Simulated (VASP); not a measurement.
Write the native input for VASP 6.6.1 that does the following.

```yaml
Task: single point
Functional: PBE
Potentials_or_basis: VASP PAW PBE potentials, release 64 (Nb_sv, N)
Cutoff: 520 eV
k_mesh: 5 × 5 × 5
Occupations: gaussian, width 0.2 eV
Spin: no spin polarisation
Dipole_correction: no
Further_INCAR_settings: ALGO = Normal; EDIFF = 1e-07; NBANDS = 44
```

The structure of Nb5N lies in POSCAR:

```
Nb5N
1.0
   -3.2715242641      3.2715242641      2.2720812728
    3.2715242641     -3.2715242641      2.2720812728
    3.2715242641      3.2715242641     -2.2720812728
Nb N
5 1
Direct
    0.0000000000      0.0000000000      0.0000000000
    0.1963381004      0.6117941760      0.8081322764
    0.3882058240      0.1963381004      0.5845439243
    0.8036618996      0.3882058240      0.1918677236
    0.6117941760      0.8036618996      0.4154560757
    0.5000000000      0.5000000000      0.0000000000
```

The input as run:

INCAR

```
SYSTEM = Nb5N
ALGO = Normal
EDIFF = 1E-7
ENCUT = 520
GGA = PE
ISIF = 2
ISMEAR = 0
LASPH = .True.
LCHARG = .True.
LELF = .True.
LREAL = .False.
LVHAR = .True.
LWAVE = .False.
NBANDS = 44
NELM = 100
PREC = Accurate
SIGMA = 0.2
```

KPOINTS

```
k-points
0
Gamma
  5 5 5
  0 0 0
```

Potentials or basis: VASP PAW PBE potentials, release 64 (Nb_sv, N).

Launch:

```bash
$ cat potpaw_PBE.64/Nb_sv/POTCAR potpaw_PBE.64/N/POTCAR > POTCAR
$ mpirun -np 1 vasp_std > vasp.out
```

It gave:

```yaml
Pressure: 0.0 GPa
Largest_force: 0.063 eV/Å
Band_gap_on_the_k_mesh: zero (bands 35 and 36 overlap by 0.55 eV)
```

Run time: 72 s on 1 thread of Intel(R) Xeon(R) 6975P-C (Granite Rapids), on a shared host, peak memory 0.27 GiB.
